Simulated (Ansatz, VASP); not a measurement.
# Two plane-wave programs on Ti4C3

Contents of INCAR:

```
PREC = Accurate
ENCUT = 600
EDIFF = 1E-6
ISMEAR = 0
SIGMA = 0.1
LREAL = False
LASPH = True
NELM = 80
ALGO = Normal
ISIF = 3
LWAVE = False
LCHARG = False
GGA = PE
IBRION = 2
NSW = 100
EDIFFG = -0.01
```

File KPOINTS:

```
Automatic mesh
0
Gamma
  10 10 10
```

Contents of POSCAR:

```
Ti4C3
1.0
    4.3102352073      0.0000000000      0.0000000000
    0.0000000000      4.3102352073      0.0000000000
    0.0000000000      0.0000000000      4.3102352073
Ti C
4 3
Direct
    0.5000000000      0.0000000000      0.0000000000
    0.0000000000      0.5000000000      0.0000000000
    0.0000000000      0.0000000000      0.5000000000
    0.5000000000      0.5000000000      0.5000000000
    0.0000000000      0.5000000000      0.5000000000
    0.5000000000      0.0000000000      0.5000000000
    0.5000000000      0.5000000000      0.0000000000
```

Input for Ansatz:

```yaml
crystal:
  lattice:
    - [4.3102352073, 0.0, 0.0]
    - [0.0, 4.3102352073, 0.0]
    - [0.0, 0.0, 4.3102352073]
  atoms:
    - { symbol: Ti, position: [0.5, 0.0, 0.0] }
    - { symbol: Ti, position: [0.0, 0.5, 0.0] }
    - { symbol: Ti, position: [0.0, 0.0, 0.5] }
    - { symbol: Ti, position: [0.5, 0.5, 0.5] }
    - { symbol: C, position: [0.0, 0.5, 0.5] }
    - { symbol: C, position: [0.5, 0.0, 0.5] }
    - { symbol: C, position: [0.5, 0.5, 0.0] }
basis:
  ecutwfc: 420
kpoints:
  mp_grid: { grid: [10, 10, 10] }
hamiltonian:
  xc: pbe
scf:
  occupations: { method: gaussian, width: 0.1 }
output:
  forces: true
  stress: true
  eigenvalues: true
  write_density: true
  write_potential: true
  elf: true
  volumetric_format: npy
relax:
  adjacent_minimum: "off"
  f_tol: 0.01
  max_steps: 80
  cell: { stress_tol: 0.05 }
```

Change from the starting cell: ordered vacancies on the anion sites of rock salt (Pm-3m, No. 221).

Alike in both runs: task relaxation of cell and atoms; functional PBE; k mesh 10 × 10 × 10; occupations gaussian, width 0.1 eV; no spin polarisation.

|  | VASP | Ansatz |
| --- | --- | --- |
| version | VASP 6.6.1 | Ansatz 0.2.0 |
| potentials or method | VASP PAW PBE potentials, release 64 (Ti_sv, C), cutoff 600 eV | scalar-relativistic, plane waves, PAW |
| valence electrons in the cell | 60 | 60 |

```tsv
	VASP	Ansatz	Ansatz less VASP
gap on the k mesh at the Fermi level, each at its own relaxed structure (eV)	none	none	-
relaxed volume (Å³/atom)	11.44	11.44	0.000
relaxed cell length with the largest relative difference (Å)	4.310	4.310	0.0000
```

A gap of «none» marks a metal or a gap that the smearing closes.

Noted on VASP's run: the relaxation stopped at its first step, so nothing moved.
